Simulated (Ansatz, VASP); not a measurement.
# BN: VASP beside Ansatz

INCAR

```
SYSTEM = BN
ALGO = Normal
EDIFF = 1E-7
ENCUT = 520
GGA = CA
ISIF = 2
ISMEAR = 0
LASPH = .TRUE.
LCHARG = .FALSE.
LREAL = .FALSE.
LWAVE = .FALSE.
NBANDS = 11
NELM = 60
PREC = Accurate
SIGMA = 0.01
```

Contents of KPOINTS:

```
k-points
0
G
  12 12 12
  0 0 0
```

Contents of POSCAR:

```
BN
1.0
    0.0000000000      1.8048245570      1.8048245570
    1.8048245570      0.0000000000      1.8048245570
    1.8048245570      1.8048245570      0.0000000000
B N
1 1
Direct
    0.0000000000      0.0000000000      0.0000000000
    0.2500000000      0.2500000000      0.2500000000
```

Input for Ansatz:

```yaml
crystal:
  lattice:
    - [0.0, 1.804824557, 1.804824557]
    - [1.804824557, 0.0, 1.804824557]
    - [1.804824557, 1.804824557, 0.0]
  atoms:
    - { symbol: B, position: [0.0, 0.0, 0.0] }
    - { symbol: "N", position: [0.25, 0.25, 0.25] }
kpoints:
  mp_grid: { grid: [12, 12, 12] }
  band_path:
    path:
      - [0.0, 0.0, 0.0]
      - [-0.5, -0.5, 0.0]
      - [-0.375, -0.375, 0.25]
      - [-0.375, 0.0, 0.375]
      - [0.0, 0.0, 0.5]
      - [-0.5, -0.25, 0.25]
      - [0.0, 0.5, 0.5]
    npoints: 1
hamiltonian:
  xc: lda
scf:
  occupations: { method: fixed }
  n_extra_bands: 4
output:
  forces: true
  stress: true
  eigenvalues: true
```

Alike in both runs: task single point; functional LDA; k mesh 12 × 12 × 12; no spin polarisation.

|  | VASP | Ansatz |
| --- | --- | --- |
| version | VASP 6.6.1 | Ansatz 0.2.0 |
| potentials or method | VASP PAW LDA potentials, release 64 (B, N) | plane waves, PAW |
| plane-wave cutoff (eV) | 520 | 420 |
| occupations | gaussian, width 0.01 eV | fixed |
| valence electrons in the cell | 8 | 8 |

VASP gave:

* gap on the k mesh at the Fermi level (eV): 4.35
* pressure (GPa): -8.5

Task: Estimate Ansatz's values.

Result: gap on the k mesh at the Fermi level (eV): 4.37; pressure (GPa): -9.3.

LDA's correlation is that of Perdew and Zunger in VASP and of Perdew and Wang (1992) in Ansatz.
